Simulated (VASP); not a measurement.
The system is MoS2.

```xyz
6
Lattice="3.1690 0.0000 0.0000 -1.5845 2.7444 0.0000 0.0000 0.0000 12.3240" Properties=species:S:1:pos:R:3 pbc="T T T"
Mo    0.0000    1.8296    3.0810
Mo    1.5845    0.9148    9.2430
S     0.0000    1.8296    7.6779
S     1.5845    0.9148    1.5159
S     0.0000    1.8296   10.8081
S     1.5845    0.9148    4.6461
```

```yaml
Program: VASP 6.6.1
Task: relaxation of cell and atoms
Functional: PBEsol
Potentials_or_basis: VASP PAW PBE potentials, release 64 (Mo_sv, S)
Cutoff: 600 eV
k_mesh: 8 × 8 × 2
Occupations: gaussian, width 0.01 eV
Spin: no spin polarisation
```

At the start: pressure -3.0 GPa; volume 17.86 Å³/atom.

Q: How do energy, volume and symmetry change on relaxing?

A: Over 22 steps the energy falls by 4.4 meV/atom and the volume is 17.89 Å³/atom (+0.2 %); space group P6_3/mmc (No. 194, to 0.1 Å) before and after.

The path:
```tsv
step	energy change (eV)	largest force (eV/Å)	pressure (GPa)	volume (Å³)
1	0.0000	0.3121	-2.98	107.18
2	0.0572	0.7634	6.47	102.10
3	-0.0203	0.0326	-0.02	105.42
4	-0.0203	0.0397	0.06	105.39
5	-0.0227	0.0409	0.13	105.22
6	-0.0227	0.0418	0.13	105.22
7	-0.0232	0.0508	0.02	105.40
8	-0.0240	0.0772	-0.31	105.95
9	-0.0237	0.1299	-0.94	107.05
10	-0.0242	0.0961	-0.55	106.36
11	-0.0243	0.0932	-0.54	106.38
12	-0.0246	0.0839	-0.51	106.44
13	-0.0251	0.0674	-0.41	106.55
14	-0.0258	0.0324	-0.23	106.79
15	-0.0261	0.0382	0.12	107.25
16	-0.0262	0.0226	0.03	107.15
17	-0.0262	0.0191	0.02	107.13
18	-0.0262	0.0153	0.01	107.16
19	-0.0263	0.0035	-0.01	107.27
20	-0.0263	0.0197	-0.04	107.50
21	-0.0264	0.0044	-0.02	107.35
22	-0.0264	0.0015	0.00	107.35
```

Final structure:
```xyz
6
Lattice="3.1414 0.0000 0.0000 -1.5707 2.7206 0.0000 0.0000 0.0000 12.5606" Properties=species:S:1:pos:R:3 pbc="T T T"
Mo    0.0000    1.8137    3.1401
Mo    1.5707    0.9069    9.4204
S     0.0000    1.8137    7.8613
S     1.5707    0.9069    1.5810
S     0.0000    1.8137   10.9795
S     1.5707    0.9069    4.6992
```

Caveat: the PAW data sets were made with another functional, which shifts forces and pressure a little; this functional lacks dispersion, which binds the layers, so the pressure and a relaxed spacing across them are unreliable.
